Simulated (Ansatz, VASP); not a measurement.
**Two plane-wave programs on As3F**

```xyz
4
Lattice="-2.0170 2.0170 4.5055 2.0170 -2.0170 4.5055 2.0170 2.0170 -4.5055" Properties=species:S:1:pos:R:3 pbc="T T T"
As    0.0000    0.0000    4.5055
As    2.0170    0.0000    2.2528
As    0.0000    2.0170    2.2528
F     0.0000    0.0000    0.0000
```

Alike in both runs: task relaxation of cell and atoms; functional PBE; k mesh 6 × 6 × 6; occupations gaussian, width 0.1 eV; no spin polarisation.

|  | VASP | Ansatz |
| --- | --- | --- |
| version | VASP 6.6.1 | Ansatz 0.2.0 |
| potentials or method | VASP PAW PBE potentials, release 64 (As, F), cutoff 600 eV | scalar-relativistic, plane waves, PAW |
| valence electrons in the cell | 22 | 52 |

Ansatz gave:

* gap on the k mesh at the Fermi level, each at its own relaxed structure (eV): none
* relaxed volume (Å³/atom): 16.55
* relaxed cell length with the largest relative difference (Å): 4.586

Task: Estimate VASP's values.

Result: gap on the k mesh at the Fermi level, each at its own relaxed structure (eV): none; relaxed volume (Å³/atom): 16.46; relaxed cell length with the largest relative difference (Å): 4.587.

A gap of «none» marks a metal or a gap that the smearing closes. VASP's potentials hold 22 valence electrons a cell and Ansatz's 52, so a difference there can come from the potentials and not from the codes.

The k mesh is coarse, so the values compare programs but aren't converged.
